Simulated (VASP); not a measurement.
# Be (P6_3/mmc) in VASP: single point with PBE

Aim: the single point of Be with PBE.

All numbers are computed with VASP 6.6.1; they aren't measurements. Logs are shortened: lines on timing, memory, paths and dates and some standing lists are left out, and cuts for length are marked.

### Step 1. The cell of the first run

Symmetry: P6_3/mmc, No. 194, hexagonal system. Conventional cell: a = 2.789 Å, b = 2.789 Å, c = 9.913 Å, α = 90.00°, β = 90.00°, γ = 120.00°. Be (site symmetry -3m) has 12 Be at 2.79 to 2.96 Å within 3.7 Å. Be (site symmetry -6m2) has 12 Be at 2.79 to 2.96 Å within 3.7 Å.

### Step 2. Single point, PBE (Ca replaced by Be, lengths x 0.727, strained)

File INCAR:

```
SYSTEM = Be
ALGO = Normal
EDIFF = 1E-6
ENCUT = 520
GGA = PE
ISIF = 2
ISMEAR = 0
LASPH = .True.
LCHARG = .False.
LREAL = .False.
LWAVE = .False.
NBANDS = 12
NELM = 100
PREC = Accurate
SIGMA = 0.1
```

File KPOINTS:

```
k-points
0
Gamma
  18 18 4
  0 0 0
```

File POSCAR:

```
Be
1.0
    2.7892270461      0.0000000000      0.0000000000
   -1.3946135230      2.4155414788      0.0000000000
    0.0000000000      0.0000000000      9.9125428618
Be
4
Direct
    0.0000000000      0.0000000000      0.0000000000
    0.3333333300      0.6666666700      0.2500000000
    0.0000000000      0.0000000000      0.5000000000
    0.6666666700      0.3333333300      0.7500000000
```

Potentials or basis: VASP PAW PBE potentials, release 64 (Be).

Started as:

```bash
cat potpaw_PBE.64/Be/POTCAR > POTCAR
mpirun -np 1 vasp_std > vasp.out
```

OUTCAR:

```text
SYSTEM = Be
   EDIFF = 1E-6
   ENCUT = 520
   GGA = PE
   ISIF = 2
   ISMEAR = 0
   LASPH = .True.
   LREAL = .False.
   NELM = 100
   PREC = Accurate

 ion  position               nearest neighbor table
   1  0.000  0.000  0.000-
   2  0.333  0.667  0.250-
   3  0.000  0.000  0.500-
   4  0.667  0.333  0.750-

  LATTYP: Found a hexagonal cell.
 ALAT       =     2.7892270461
 C/A-ratio  =     3.5538673252

  Lattice vectors:

 A1 = (   2.7892270461,   0.0000000000,   0.0000000000)
 A2 = (  -1.3946135230,   2.4155414788,   0.0000000000)
 A3 = (   0.0000000000,   0.0000000000,   9.9125428618)

Analysis of symmetry for initial positions (statically):
=====================================================================
 Subroutine PRICEL returns:
 Original cell was already a primitive cell.

 Routine SETGRP: Setting up the symmetry group for a
 hexagonal supercell.

 Subroutine GETGRP returns: Found 24 space group operations
 (whereof 12 operations were pure point group operations)
 out of a pool of 24 trial point group operations.

The static configuration has the point symmetry D_3d.
 The point group associated with its full space group is D_6h.

Analysis of symmetry for dynamics (positions and initial velocities):
=====================================================================
 Subroutine PRICEL returns:
 Original cell was already a primitive cell.

 Routine SETGRP: Setting up the symmetry group for a
 hexagonal supercell.

 Subroutine GETGRP returns: Found 24 space group operations
 (whereof 12 operations were pure point group operations)
 out of a pool of 24 trial point group operations.

The dynamic configuration has the point symmetry D_3d.
 The point group associated with its full space group is D_6h.

 Subroutine INISYM returns: Found 24 space group operations
 (whereof 12 operations are pure point group operations),
 and found     1 'primitive' translations

----------------------------------------------------------------------------------------

                                     Primitive cell

  volume of cell :      66.7857

  direct lattice vectors                    reciprocal lattice vectors
     2.789227046  0.000000000  0.000000000     0.358522266  0.206992927  0.000000000
    -1.394613523  2.415541479  0.000000000     0.000000000  0.413985853  0.000000000
     0.000000000  0.000000000  9.912542862     0.000000000  0.000000000  0.100882288

  length of vectors
     2.789227046  2.789227046  9.912542862     0.413985853  0.413985853  0.100882288

  position of ions in fractional coordinates (direct lattice)
     0.000000000  0.000000000  0.000000000
     0.333333330  0.666666670  0.250000000
     0.000000000  0.000000000  0.500000000
     0.666666670  0.333333330  0.750000000

  ion indices of the primitive-cell ions
   primitive index   ion index
                 1           1
                 2           2
                 3           3
                 4           4

----------------------------------------------------------------------------------------

 KPOINTS: k-points

Automatic generation of k-mesh.
 Grid dimensions read from file:
 generate k-points for:   18   18    4

 Generating k-lattice:

  Cartesian coordinates                     Fractional coordinates (reciprocal lattice)
     0.019917904  0.011499607  0.000000000     0.055555556  0.000000000  0.000000000
     0.000000000  0.022999214  0.000000000     0.000000000  0.055555556  0.000000000
     0.000000000  0.000000000  0.025220572     0.000000000  0.000000000  0.250000000

  Length of vectors
     0.022999214  0.022999214  0.025220572

  Shift w.r.t. Gamma in fractional coordinates (k-lattice)
     0.000000000  0.000000000  0.000000000

 Subroutine IBZKPT returns following result:
 ===========================================

 Found    111 irreducible k-points:

 Following reciprocal coordinates:
            Coordinates               Weight
  0.000000  0.000000  0.000000      1.000000
  0.055556 -0.000000  0.000000      6.000000
  0.111111 -0.000000  0.000000      6.000000
  0.166667  0.000000  0.000000      6.000000
  0.222222  0.000000  0.000000      6.000000
  0.277778 -0.000000  0.000000      6.000000
[... 16 lines left out ...]
  0.333333  0.111111  0.000000     12.000000
  0.388889  0.111111  0.000000     12.000000
 [... further k-points ...]
   k-points           NKPTS =    111   k-points in BZ     NKDIM =    111   number of bands    NBANDS=     12
   number of dos      NEDOS =    301   number of ions     NIONS =      4
   total plane-waves  NPLWV =  46080
   dimension x,y,z NGX =    24 NGY =   24 NGZ =   80
   dimension x,y,z NGXF=    48 NGYF=   48 NGZF=  160
   ions per type =               4
   NGX,Y,Z   is equivalent  to a cutoff of  14.30, 14.30, 13.42 a.u.
   NGXF,Y,Z  is equivalent  to a cutoff of  28.61, 28.61, 26.83 a.u.
 SYSTEM =  Be
   PREC   = accura    normal or accurate (medium, high low for compatibility)
   ISTART =      0    job   : 0-new  1-cont  2-samecut
   ICHARG =      2    charge: 1-file 2-atom 10-const
   ISPIN  =      1    spin polarized calculation?
   LNONCOLLINEAR =      F non collinear calculations
   LSORBIT =      F    spin-orbit coupling
   LASPH  =      T    aspherical Exc in radial PAW
   ENCUT  =  520.0 eV  38.22 Ry    6.18 a.u.   5.19  5.19 18.43*2*pi/ulx,y,z
   NELM   =    100;   NELMIN=  2; NELMDL= -5     # of ELM steps
   EDIFF  = 0.1E-05   stopping-criterion for ELM
   LREAL  =      F    real-space projection
   EDIFFG = 0.1E-04   stopping-criterion for IOM
   NSW    =      0    number of steps for IOM
   IBRION =     -1    ionic relax: 0-MD 1-quasi-New 2-CG
   NFREE  =      0    steps in history (QN), initial steepest desc. (CG)
   ISIF   =      2    stress and relaxation
   ISYM   =      2    0-nonsym 1-usesym 2-fastsym
   POTIM  = 0.5000    time-step for ionic-motion
   TEBEG  =    0.0;   TEEND  =   0.0 temperature during run
   PSTRESS=    0.0 pullay stress
   NELECT =       8.0000    total number of electrons
   NUPDOWN=      -1.0000    fix difference up-down
   EMIN   =  10.00;   EMAX   =-10.00  energy-range for DOS
   EFERMI =   0.00;   METHOD = LEGACY
   ISMEAR =     0;   SIGMA  =   0.10  broadening in eV -4-tet -1-fermi 0-gaus
   EFERMI_NEDOS =   21; number of points for ismear=-14 and -15
   IALGO  =     38    algorithm
   IMIX   =      4    mixing-type and parameters
     AMIX     =   0.40;   BMIX     =  1.00
     AMIX_MAG =   1.60;   BMIX_MAG =  1.00
  volume/ion in A,a.u.               =      16.70       112.67
  Fermi-wavevector in a.u.,A,eV,Ry     =   0.807006  1.525021  8.860922  0.651259
  Thomas-Fermi vector in A             =   1.915545
   LORBIT       =      0    0 simple, 1 ext, 2 COOP (PROOUT), +10 PAW based schemes
   GGA     = PE    functional components
   LHFCALC =     F    Hartree Fock is set to
   AEXX    =    0.0000 exact exchange contribution
   IVDW    =     0    specifies the selected vdW correction
   LEPSILON=     F    determine dielectric tensor
   LRPA    =     F    only Hartree local field effects (RPA)
 non-spin polarized calculation
 Gauss-broadening in eV      SIGMA  =   0.10
  energy-cutoff  :      520.00
  volume of cell :       66.79
 maximum number of plane-waves:      1824
 NGX is ok and might be reduce to    24
   NGX = 11   NGY = 11   NGZ = 37

 number of electron       8.0000000 magnetization

 Free energy of the ion-electron system (eV)
  ---------------------------------------------------
  ext. energy  EPLUGINS =         0.00000000
  ---------------------------------------------------
  free energy    TOTEN  =       -10.23424525 eV

  energy without entropy =      -10.22623277  energy(sigma->0) =      -10.23023901

 E-fermi :   1.9645     XC(G=0):  -8.3848

 val. band max:        1.9620391830   @ k =   0.3333   0.3333   0.5000
 cond. band min:       1.9646003905   @ k =   0.3333   0.2222   0.0000
 fundamental gap:      0.0025612074
 Fermi energy:         1.9644644930

 k-point     1 :       0.0000    0.0000    0.0000
  band No.  band energies     occupation
      1      -5.4038      2.00000
      2      -4.1032      2.00000
      3      -4.0999      2.00000
      4      -0.5755      2.00000
      5       0.2263      2.00000
      6       6.1321      0.00000
      7       6.1352      0.00000
      8      11.6810      0.00000
      9      12.2352      0.00000
     10      12.2353      0.00000
     11      12.7236      0.00000
     12      12.7643      0.00000

 k-point     2 :       0.0556   -0.0000    0.0000
  band No.  band energies     occupation
      1      -5.3368      2.00000
      2      -4.0364      2.00000
      3      -4.0330      2.00000
      4      -0.5003      2.00000
      5       0.2792      2.00000
      6       6.1862      0.00000
      7       6.1888      0.00000
      8      11.6819      0.00000
      9      11.8121      0.00000
     10      11.9813      0.00000
     11      12.4338      0.00000
     12      12.4923      0.00000

 k-point     3 :       0.1111   -0.0000    0.0000
  band No.  band energies     occupation
      1      -5.1357      2.00000
      2      -3.8360      2.00000
      3      -3.8326      2.00000
      4      -0.2751      2.00000
      5       0.4374      2.00000
      6       6.3456      0.00000
      7       6.3461      0.00000
      8      10.7365      0.00000
      9      11.4291      0.00000
     10      11.5018      0.00000
     11      11.5767      0.00000
     12      11.8165      0.00000
[... 286 lines left out ...]
 k-point    23 :       0.3333    0.1111    0.0000
  band No.  band energies     occupation
      1      -1.9453      2.00000
      2      -0.7133      2.00000
      3      -0.7063      2.00000
      4       2.1544      0.00722
      5       3.1194      0.00000
      6       3.6921      0.00000
      7       4.5302      0.00000
      8       4.7475      0.00000
      9       7.1944      0.00000
     10       7.5566      0.00000
     11       7.8992      0.00000
     12       8.4475      0.00000

 k-point    24 :       0.3889    0.1111    0.0000
  band No.  band energies     occupation
      1      -0.9769      2.00000
      2       0.1336      2.00000
      3       0.1608      2.00000
      4       1.3545      2.00000
      5       2.9109      0.00000
      6       2.9980      0.00000
      7       4.4512      0.00000
      8       4.5446      0.00000
      9       6.3202      0.00000
     10       6.9238      0.00000
     11       7.2993      0.00000
     12       8.3830      0.00000

 [... further k-points ...]

------------------------ aborting loop because EDIFF is reached ----------------------------------------

  FORCE on cell =-STRESS in cart. coord.  units (eV):
  Direction    XX          YY          ZZ          XY          YZ          ZX
  --------------------------------------------------------------------------------------
  -------------------------------------------------------------------------------------
  Total      -10.8345173    -10.8345173     -8.7934041     -0.0000000      0.0000000      0.0000000
  in kB     -259.9182084   -259.9182084   -210.9522523     -0.0000000      0.0000000      0.0000000
  external PRESSURE =    -243.5962230 kB  Pullay stress =       0.0000000 kB

 VOLUME and BASIS-vectors are now :
 -----------------------------------------------------------------------------
  energy-cutoff  :      520.00
  volume of cell :       66.79
      direct lattice vectors                 reciprocal lattice vectors
     2.789227046  0.000000000  0.000000000     0.358522266  0.206992927  0.000000000
    -1.394613523  2.415541479  0.000000000     0.000000000  0.413985853  0.000000000
     0.000000000  0.000000000  9.912542862     0.000000000  0.000000000  0.100882288

 POSITION                                       TOTAL-FORCE (eV/Angst)
 -----------------------------------------------------------------------------------
      0.00000      0.00000      0.00000        -0.000000      0.000000     -0.000000
     -0.00000      1.61036      2.47814        -0.000000      0.000000      0.000000
      0.00000      0.00000      4.95627        -0.000000      0.000000     -0.000000
      1.39461      0.80518      7.43441         0.000000      0.000000     -0.000000
 -----------------------------------------------------------------------------------
    total drift:                               -0.000000      0.000000      0.000000

  FREE ENERGIE OF THE ION-ELECTRON SYSTEM (eV)
  ---------------------------------------------------
  free  energy   TOTEN  =       -10.2342452547 eV

  energy  without entropy=      -10.2262327699  energy(sigma->0) =      -10.23023901
```

Run time: 67 s. Hardware: 1 thread of AMD EPYC 7R43 (Zen 3), shared host; peak memory 0.2 GiB.

What came out:

```
Free energy            : -10.2342 eV
Pressure               : -24.4 GPa
Band gap on the k mesh : zero (bands 4 and 5 overlap by 2.57 eV)
```

Stress tensor (GPa, compression positive):
```
-25.99   0.00   0.00
  0.00 -25.99   0.00
  0.00   0.00 -21.10
```

Levels at points of the mesh, in eV from the Fermi level:
| k point | band 1 | band 2 | band 3 | band 4 | band 5 | band 6 | band 7 | band 8 |
| --- | --- | --- | --- | --- | --- | --- | --- | --- |
| (0.00, 0.00, 0.00) | -7.37 | -6.07 | -6.06 | -2.54 | -1.74 | 4.17 | 4.17 | 9.72 |
| (0.50, 0.00, 0.00) | -2.25 | -1.99 | -1.49 | -1.27 | 0.19 | 0.31 | 2.88 | 2.97 |
| (0.00, 0.00, 0.50) | -7.04 | -7.04 | -4.45 | -4.45 | 0.78 | 0.78 | 7.71 | 7.71 |
| (0.50, 0.00, 0.50) | -2.07 | -2.07 | -1.54 | -1.54 | 0.75 | 0.75 | 1.85 | 1.85 |

Caveat: the cell differs from its parent crystal (Ca replaced by Be, lengths x 0.727, strained); the cell stands under tension.
